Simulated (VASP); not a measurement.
# Ta2O5 (C2/m) in VASP: single point with LDA

Aim: the single point of Ta2O5 with LDA.

Everything below comes from runs of VASP 6.6.1. Logs are shortened: lines on timing, memory, paths and dates and some standing lists are left out, and cuts for length are marked.

## 1. The cell of the first run

It takes space group C2/m (No. 12, monoclinic). Conventional cell: a = 8.263 Å, b = 6.809 Å, c = 5.303 Å, α = 90.00°, β = 128.87°, γ = 90.00°. Within 2.4 Å of Ta (site symmetry m) lie 5 O at 1.84 to 2.06 Å. O (site symmetry 2/m) has 2 Ta at 1.90 Å within 2.5 Å. Within 2.5 Å of O (site symmetry -1) lie 2 Ta at 1.89 Å. Within 2.4 Å of O (site symmetry m) lie 2 Ta at 1.84 to 2.06 Å.

## 2. Single point, LDA

The input, INCAR:

```
SYSTEM = Ta2O5
  PREC = Accurate
  ENCUT = 520
  EDIFF = 1E-6
  ISMEAR = 0
  SIGMA = 0.02
  LREAL = .False.
  LASPH = .True.
  NELM = 100
  ALGO = Normal
  ISIF = 2
  LWAVE = .False.
  LCHARG = .True.
  GGA = CA
  LELF = .True.
  LVHAR = .True.
  NBANDS = 35
```

The input, KPOINTS:

```
regular mesh
0
Gamma
  8 8 8
  0 0 0
```

The input, POSCAR:

```
Ta2O5
1.0
    4.1217804109     -3.4047079927      0.2854442239
    4.1217804109      3.4047079927      0.2854442239
   -3.6055615484      0.0000000000      3.8886862997
Ta O
2 5
Direct
    0.2341121819      0.2029695336      0.1176221741
    0.7970304664      0.7658878181      0.8823778259
    0.5155687304      0.4844312696      0.5000000000
    0.5155727007      0.9844276309      1.0000051708
    0.9280107607      0.8968692091      0.7028750276
    0.1031307909      0.0719892393      0.2971249724
    0.0155723691      0.4844272993     -0.0000051708
```

Potentials or basis: VASP PAW LDA potentials, release 64 (Ta_pv, O).

Command:

```bash
cat potpaw_LDA.64/Ta_pv/POTCAR potpaw_LDA.64/O/POTCAR > POTCAR
mpirun -np 1 vasp_std > vasp.out
```

OUTCAR:

```text
SYSTEM = Ta2O5
   PREC = Accurate
   ENCUT = 520
   EDIFF = 1E-6
   ISMEAR = 0
   LREAL = .False.
   LASPH = .True.
   NELM = 100
   ISIF = 2
   GGA = CA

 ion  position               nearest neighbor table
   1  0.234  0.203  0.118-   6 1.84   4 1.89   7 1.89   3 1.90   5 2.06   2 2.99
   2  0.797  0.766  0.882-   5 1.84   7 1.89   4 1.89   3 1.90   6 2.06   1 2.99
   3  0.516  0.484  0.500-   1 1.90   2 1.90
   4  0.516  0.984  0.000-   1 1.89   2 1.89
   5  0.928  0.897  0.703-   2 1.84   1 2.06
   6  0.103  0.072  0.297-   1 1.84   2 2.06
   7  0.016  0.484  1.000-   2 1.89   1 1.89

  LATTYP: Found a base centered monoclinic cell.
 ALAT       =     8.2633049467
 B/A-ratio  =     0.8240547855
 C/A-ratio  =     0.6417545789
 COS(beta)  =    -0.6276220037

  Lattice vectors:

 A1 = (   4.1217804109,  -3.4047079927,   0.2854442239)
 A2 = (   4.1217804109,   3.4047079927,   0.2854442239)
 A3 = (  -3.6055615484,   0.0000000000,   3.8886862997)

Analysis of symmetry for initial positions (statically):
=====================================================================
 Subroutine PRICEL returns:
 Original cell was already a primitive cell.

 Routine SETGRP: Setting up the symmetry group for a
 base centered monoclinic supercell.

 Subroutine GETGRP returns: Found  2 space group operations
 (whereof  2 operations were pure point group operations)
 out of a pool of  4 trial point group operations.

The static configuration has the point symmetry C_2 .

Analysis of symmetry for dynamics (positions and initial velocities):
=====================================================================
 Subroutine PRICEL returns:
 Original cell was already a primitive cell.

 Routine SETGRP: Setting up the symmetry group for a
 base centered monoclinic supercell.

 Subroutine GETGRP returns: Found  2 space group operations
 (whereof  2 operations were pure point group operations)
 out of a pool of  4 trial point group operations.

The dynamic configuration has the point symmetry C_2 .

 Subroutine INISYM returns: Found  2 space group operations
 (whereof  2 operations are pure point group operations),
 and found     1 'primitive' translations

----------------------------------------------------------------------------------------

                                     Primitive cell

  volume of cell :     116.1516

  direct lattice vectors                    reciprocal lattice vectors
     4.121780411 -3.404707993  0.285444224     0.113987595 -0.146855472  0.105688466
     4.121780411  3.404707993  0.285444224     0.113987595  0.146855472  0.105688466
    -3.605561548  0.000000000  3.888686300    -0.016734238  0.000000000  0.241640390

  length of vectors
     5.353745294  5.353745294  5.303013786     0.213845163  0.213845163  0.242219142

  position of ions in fractional coordinates (direct lattice)
     0.234112182  0.202969534  0.117622174
     0.797030466  0.765887818  0.882377826
     0.515568730  0.484431270  0.500000000
     0.515572701  0.984427631  0.000005171
     0.928010761  0.896869209  0.702875028
     0.103130791  0.071989239  0.297124972
     0.015572369  0.484427299  0.999994829

  ion indices of the primitive-cell ions
   primitive index   ion index
                 1           1
                 2           2
                 3           3
                 4           4
                 5           5
                 6           6
                 7           7

----------------------------------------------------------------------------------------

 KPOINTS: regular mesh

Automatic generation of k-mesh.
 Grid dimensions read from file:
 generate k-points for:    8    8    8

 Generating k-lattice:

  Cartesian coordinates                     Fractional coordinates (reciprocal lattice)
     0.014248449 -0.018356934  0.013211058     0.125000000  0.000000000  0.000000000
     0.014248449  0.018356934  0.013211058     0.000000000  0.125000000  0.000000000
    -0.002091780  0.000000000  0.030205049     0.000000000  0.000000000  0.125000000

  Length of vectors
     0.026730645  0.026730645  0.030277393

  Shift w.r.t. Gamma in fractional coordinates (k-lattice)
     0.000000000  0.000000000  0.000000000

 Subroutine IBZKPT returns following result:
 ===========================================

 Found    150 irreducible k-points:

 Following reciprocal coordinates:
            Coordinates               Weight
  0.000000  0.000000  0.000000      1.000000
  0.125000  0.000000  0.000000      4.000000
  0.250000  0.000000  0.000000      4.000000
  0.375000  0.000000  0.000000      4.000000
  0.500000  0.000000  0.000000      2.000000
  0.125000  0.125000  0.000000      2.000000
[... 16 lines left out ...]
  0.125000  0.000000  0.125000      4.000000
  0.250000  0.000000  0.125000      4.000000
 [... further k-points ...]
   k-points           NKPTS =    150   k-points in BZ     NKDIM =    150   number of bands    NBANDS=     35
   number of dos      NEDOS =    301   number of ions     NIONS =      7
   total plane-waves  NPLWV =  64000
   dimension x,y,z NGX =    40 NGY =   40 NGZ =   40
   dimension x,y,z NGXF=    80 NGYF=   80 NGZF=   80
   ions per type =               2   5
   NGX,Y,Z   is equivalent  to a cutoff of  12.42, 12.42, 12.54 a.u.
   NGXF,Y,Z  is equivalent  to a cutoff of  24.84, 24.84, 25.08 a.u.
 SYSTEM =  Ta2O5
   PREC   = accura    normal or accurate (medium, high low for compatibility)
   ISTART =      0    job   : 0-new  1-cont  2-samecut
   ICHARG =      2    charge: 1-file 2-atom 10-const
   ISPIN  =      1    spin polarized calculation?
   LNONCOLLINEAR =      F non collinear calculations
   LSORBIT =      F    spin-orbit coupling
   LASPH  =      T    aspherical Exc in radial PAW
   ENCUT  =  520.0 eV  38.22 Ry    6.18 a.u.   9.95  9.95  9.86*2*pi/ulx,y,z
   NELM   =    100;   NELMIN=  2; NELMDL= -5     # of ELM steps
   EDIFF  = 0.1E-05   stopping-criterion for ELM
   LREAL  =      F    real-space projection
   EDIFFG = 0.1E-04   stopping-criterion for IOM
   NSW    =      0    number of steps for IOM
   IBRION =     -1    ionic relax: 0-MD 1-quasi-New 2-CG
   NFREE  =      0    steps in history (QN), initial steepest desc. (CG)
   ISIF   =      2    stress and relaxation
   ISYM   =      2    0-nonsym 1-usesym 2-fastsym
   POTIM  = 0.5000    time-step for ionic-motion
   TEBEG  =    0.0;   TEEND  =   0.0 temperature during run
   PSTRESS=    0.0 pullay stress
   NELECT =      52.0000    total number of electrons
   NUPDOWN=      -1.0000    fix difference up-down
   EMIN   =  10.00;   EMAX   =-10.00  energy-range for DOS
   EFERMI =   0.00;   METHOD = LEGACY
   ISMEAR =     0;   SIGMA  =   0.02  broadening in eV -4-tet -1-fermi 0-gaus
   EFERMI_NEDOS =   21; number of points for ismear=-14 and -15
   IALGO  =     38    algorithm
   IMIX   =      4    mixing-type and parameters
     AMIX     =   0.40;   BMIX     =  1.00
     AMIX_MAG =   1.60;   BMIX_MAG =  1.00
  volume/ion in A,a.u.               =      16.59       111.98
  Fermi-wavevector in a.u.,A,eV,Ry     =   1.252374  2.366645 21.339947  1.568442
  Thomas-Fermi vector in A             =   2.386278
   LORBIT       =      0    0 simple, 1 ext, 2 COOP (PROOUT), +10 PAW based schemes
   GGA     = CA    functional components
   LHFCALC =     F    Hartree Fock is set to
   AEXX    =    0.0000 exact exchange contribution
   IVDW    =     0    specifies the selected vdW correction
   LEPSILON=     F    determine dielectric tensor
   LRPA    =     F    only Hartree local field effects (RPA)
 non-spin polarized calculation
 Gauss-broadening in eV      SIGMA  =   0.02
  energy-cutoff  :      520.00
  volume of cell :      116.15
 maximum number of plane-waves:      3152
   NGX = 19   NGY = 19   NGZ = 19

 number of electron      52.0000004 magnetization

 Free energy of the ion-electron system (eV)
  ---------------------------------------------------
  ext. energy  EPLUGINS =         0.00000000
  ---------------------------------------------------
  free energy    TOTEN  =       -72.92884457 eV

  energy without entropy =      -72.92884457  energy(sigma->0) =      -72.92884457

 E-fermi :  -0.8000     XC(G=0):  -9.4281

 val. band max:       -0.9011356504   @ k =   0.0000   0.0000   0.0000
 cond. band min:       2.1217092165   @ k =   0.5000   0.5000   0.5000
 fundamental gap:      3.0228448669
 Fermi energy:        -0.8000350229

 k-point     1 :       0.0000    0.0000    0.0000
  band No.  band energies     occupation
      1     -34.8035      2.00000
      2     -34.5982      2.00000
      3     -34.5426      2.00000
      4     -34.4836      2.00000
      5     -34.4572      2.00000
      6     -34.2864      2.00000
[... 27 lines left out ...]
     34       6.8981      0.00000
     35       7.5019      0.00000

 k-point     2 :       0.1250    0.0000    0.0000
  band No.  band energies     occupation
      1     -34.7991      2.00000
      2     -34.5977      2.00000
      3     -34.5430      2.00000
      4     -34.4897      2.00000
      5     -34.4489      2.00000
      6     -34.2941      2.00000
[... 27 lines left out ...]
     34       6.7366      0.00000
     35       7.3483      0.00000

 k-point     3 :       0.2500    0.0000    0.0000
  band No.  band energies     occupation
      1     -34.7882      2.00000
      2     -34.5959      2.00000
      3     -34.5433      2.00000
      4     -34.5004      2.00000
      5     -34.4322      2.00000
      6     -34.3147      2.00000
[... 27 lines left out ...]
     34       6.4136      0.00000
     35       6.9526      0.00000
[... 723 lines left out ...]
 k-point    23 :       0.1250    0.0000    0.1250
  band No.  band energies     occupation
      1     -34.7894      2.00000
      2     -34.5986      2.00000
      3     -34.5463      2.00000
      4     -34.4881      2.00000
      5     -34.4368      2.00000
      6     -34.3154      2.00000
[... 27 lines left out ...]
     34       6.7217      0.00000
     35       7.2657      0.00000

 k-point    24 :       0.2500    0.0000    0.1250
  band No.  band energies     occupation
      1     -34.7781      2.00000
      2     -34.5974      2.00000
      3     -34.5453      2.00000
      4     -34.4989      2.00000
      5     -34.4147      2.00000
      6     -34.3424      2.00000
[... 27 lines left out ...]
     34       6.4133      0.00000
     35       6.9255      0.00000

 [... further k-points ...]
[... 5 lines left out ...]
  --------------------------------------------------------------------------------------
  -------------------------------------------------------------------------------------
  Total        1.2526616      0.9875722      0.8707060      0.0000000      0.0000000      0.0738229
  in kB       17.2790225     13.6224191     12.0103845      0.0000000      0.0000000      1.0183022
  external PRESSURE =      14.3039421 kB  Pullay stress =       0.0000000 kB

 VOLUME and BASIS-vectors are now :
 -----------------------------------------------------------------------------
  energy-cutoff  :      520.00
  volume of cell :      116.15
      direct lattice vectors                 reciprocal lattice vectors
     4.121780411 -3.404707993  0.285444224     0.113987595 -0.146855472  0.105688466
     4.121780411  3.404707993  0.285444224     0.113987595  0.146855472  0.105688466
    -3.605561548  0.000000000  3.888686300    -0.016734238  0.000000000  0.241640390

 POSITION                                       TOTAL-FORCE (eV/Angst)
 -----------------------------------------------------------------------------------
      1.37746     -0.10603      0.58216         0.120676     -0.000279     -0.058496
      3.26054     -0.10603      3.87742        -0.120676     -0.000279      0.058496
      2.31900     -0.10601      2.22979        -0.000000      0.000100      0.000000
      6.18265      1.59631      0.42819         0.000060      0.000009     -0.000076
      4.98750     -0.10603      3.25416         0.200934      0.000220     -0.182902
     -0.34950     -0.10603      1.20541        -0.200934      0.000220      0.182902
     -1.54465      1.59631      4.03139        -0.000060      0.000009      0.000076
 -----------------------------------------------------------------------------------
    total drift:                               -0.000000      0.001254      0.000000

  FREE ENERGIE OF THE ION-ELECTRON SYSTEM (eV)
  ---------------------------------------------------
  free  energy   TOTEN  =       -72.9288445734 eV

  energy  without entropy=      -72.9288445734  energy(sigma->0) =      -72.92884457
```

It took 5.4 min on 1 thread of Intel Xeon Platinum 8488C (Sapphire Rapids), shared host; peak memory 0.53 GiB.

Results:

- Free energy: -72.9288 eV
- Pressure: 1.4 GPa
- Largest force: 0.272 eV/Å
- Band gap on the k mesh: 3.02 eV (least direct gap 3.17 eV)

Forces on the atoms (eV/Å):
```
Ta   0.121  0.000 -0.058
Ta  -0.121  0.000  0.058
O    0.000  0.000  0.000
O    0.000  0.000  0.000
O    0.201  0.000 -0.183
O   -0.201  0.000  0.183
O    0.000  0.000  0.000
```

Caveat: spin-orbit coupling is left out, which moves the levels of the heavy elements.
